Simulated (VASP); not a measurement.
Runs of VASP 6.6.1 on Sn. The structure is that of space group Fd-3m (No. 227), or close to it. The cells are those of the table. This isn't the form of Sn at room conditions, which is tetragonal (white tin).

```tsv
level	cell	k mesh	grid for exact exchange (PRECFOCK)	share of exact exchange	screening parameter	gap on the mesh (eV)	pressure (GPa)
r2SCAN	a = 4.645 Å, angles 60.0°, 2 atoms	6 × 6 × 6	-	-	-	none	0.0
PBE	a = 4.645 Å, angles 60.0°, 2 atoms	6 × 6 × 6	-	-	-	none	(b)
r2SCAN	a = 4.738 Å, angles 60.0°, 2 atoms	6 × 6 × 6	-	-	-	none	(a)
PBE	a = 4.738 Å, angles 60.0°, 2 atoms	6 × 6 × 6	-	-	-	none	-0.7
HSE06	a = 4.645 Å, angles 60.0°, 2 atoms	4 × 4 × 4	Normal	0.25	0.2079 1/Å	none	0.2
```

Alike in all rows: task single point; potentials or basis VASP PAW PBE potentials, release 64 (Sn_d); no spin polarisation; cutoff (eV) 520; smearing fermi-dirac 0.02 eV.

**Question.** Fill in the values left out.

**Answer.** (a) -2.2; (b) 1.5.

Caveats: some runs use coarse meshes; spin-orbit coupling is left out, which moves the levels of the heavy elements; the PAW data sets were made with another functional, which shifts forces and pressure a little (at least some runs).

A k mesh can miss the band edges, and the runs leave out spin-orbit coupling on Sn.

A gap of «none» marks levels without a gap at the run's occupations.
